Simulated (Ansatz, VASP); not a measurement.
## Two plane-wave programs on SiNi

```
Si Ni
1.0
     5.15439    0.00000    0.00000
     0.00000    3.37576    0.00000
     0.00000    0.00000    5.61839
Si Ni
4 4
Direct
  0.82126 0.75000 0.58411
  0.17874 0.25000 0.41589
  0.32126 0.75000 0.91589
  0.67874 0.25000 0.08411
  0.50830 0.25000 0.68842
  0.49170 0.75000 0.31158
  0.00830 0.25000 0.81158
  0.99170 0.75000 0.18842
```

Alike in both runs: functional PBE; k mesh 8 × 10 × 6; occupations gaussian, width 0.1 eV; no spin polarisation.

Ansatz relaxed the structure, and its values are those at the end. VASP's run is a single point on that final structure, the one shown.

|  | VASP | Ansatz |
| --- | --- | --- |
| version | VASP 6.6.1 | Ansatz 0.2.0 |
| potentials or method | VASP PAW PBE potentials, release 64 (Si, Ni), cutoff 520 eV | scalar-relativistic, plane waves, PAW |
| valence electrons in the cell | 56 | 88 |

Ansatz gave:

```
gap on the k mesh at the Fermi level (eV) : none
pressure (GPa)                            : 0.0
rms of the force components (eV/Å)        : 0.002
```

Problem. Which values does VASP return?

Solution. gap on the k mesh at the Fermi level (eV): none; pressure (GPa): 0.0; rms of the force components (eV/Å): 0.005.

A gap of «none» marks a metal or a gap that the smearing closes. VASP's potentials hold 56 valence electrons a cell and Ansatz's 88, so a difference there can come from the potentials and not from the codes.
